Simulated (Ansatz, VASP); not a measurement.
## TePt in VASP and in Ansatz

The input INCAR:

```
PREC = Accurate ; ENCUT = 520
EDIFF = 1E-7 ; ISMEAR = 0
SIGMA = 0.15 ; LREAL = False
LASPH = True ; NELM = 100
ALGO = Normal ; ISIF = 2
LWAVE = False ; LCHARG = True
GGA = PS ; LELF = True
LVHAR = True ; NBANDS = 24
```

Contents of KPOINTS:

```
Automatic mesh
0
Gamma
  12 12 10
```

File POSCAR:

```
TePt
1.0
    4.2754398042      0.0000000000      0.0000000000
   -2.1377199021      3.7026394828      0.0000000000
    0.0000000000      0.0000000000      5.6638400000
Te Pt
2 2
Direct
    0.3333333333      0.6666666667      0.2500000000
    0.6666666667      0.3333333333      0.7500000000
    0.0000000000      0.0000000000      0.0000000000
    0.0000000000      0.0000000000      0.5000000000
```

Input for Ansatz:

```yaml
crystal:
  lattice:
    - [4.2754398042, 0.0, 0.0]
    - [-2.1377199021, 3.7026394828, 0.0]
    - [0.0, 0.0, 5.66384]
  atoms:
    - { symbol: Te, position: [0.3333333333, 0.6666666667, 0.25] }
    - { symbol: Te, position: [0.6666666667, 0.3333333333, 0.75] }
    - { symbol: Pt, position: [0.0, 0.0, 0.0] }
    - { symbol: Pt, position: [0.0, 0.0, 0.5] }
basis:
  ecutwfc: 420
kpoints:
  mp_grid: { grid: [12, 12, 10] }
hamiltonian:
  xc: pbesol
scf:
  occupations: { method: gaussian, width: 0.15 }
output:
  forces: true
  stress: true
  eigenvalues: true
  write_density: true
  write_potential: true
  elf: true
  volumetric_format: npy
```

Change from the starting cell: strain +0.040 along x and y, +0.040 along z, atoms carried along.

Alike in both runs: task single point; functional PBEsol; k mesh 12 × 12 × 10; occupations gaussian, width 0.15 eV; no spin polarisation.

```csv
,VASP,Ansatz
version,VASP 6.6.1,Ansatz 0.2.0
potentials or method,"VASP PAW PBE potentials, release 64 (Te, Pt), cutoff 520 eV","scalar-relativistic, plane waves, PAW"
valence electrons in the cell,32,68
```

Ansatz gave:

- gap on the k mesh at the Fermi level (eV): none
- pressure (GPa): -5.7
- traceless stress, the component that is largest in VASP (GPa): -0.98

**Question.** Which values does VASP return?

**Answer.** gap on the k mesh at the Fermi level (eV): none; pressure (GPa): -5.8; traceless stress, the component that is largest in VASP (GPa): -0.98.

VASP's potentials were made for PBE, not for PBEsol. A gap of «none» marks a metal or a gap that the smearing closes. VASP's potentials hold 32 valence electrons a cell and Ansatz's 68, so a difference there can come from the potentials and not from the codes.

Neither program's run includes spin-orbit coupling.
